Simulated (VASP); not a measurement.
Runs of VASP 6.6.1 on MgS. Symmetry: Fm-3m, No. 225, cubic system. Conventional cell: a = 5.203 Å, b = 5.203 Å, c = 5.203 Å, α = 90.00°, β = 90.00°, γ = 90.00°. Mg (site symmetry m-3m) has 6 S at 2.60 Å within 3.4 Å. S (site symmetry m-3m) has 6 Mg at 2.60 Å within 3.4 Å. 

| task | level | potentials or basis | cutoff (eV) | GW scheme | GW iterations | cutoff of the response function | frequency points | empty bands | gap on the mesh (eV) | pressure (GPa) |
| --- | --- | --- | --- | --- | --- | --- | --- | --- | --- | --- |
| single point | r2SCAN | VASP PAW PBE potentials, release 64 (Mg, S) | 520 | - | - | - | - | - | 3.41 | (b) |
| single point | HSE06 | VASP PAW PBE potentials, release 64 (Mg, S) | 520 | - | - | - | - | - | 3.75 | (a) |
| single point | LDA | VASP PAW LDA potentials, release 64 (Mg, S) | 520 | - | - | - | - | - | 2.53 | -3.5 |
| single point | PBE | VASP PAW PBE potentials, release 64 (Mg, S) | 520 | - | - | - | - | - | 2.75 | 1.2 |

Alike in all rows: no spin polarisation; cell as given; k mesh 4 × 4 × 4; smearing gaussian 0.01 eV.

Problem. Fill in the values left out.

Solution. (a) -0.4; (b) -0.1.

Caveats: all runs use coarse meshes; the PAW data sets were made with another functional, which shifts forces and pressure a little (some runs).

A k mesh can miss the band edges.
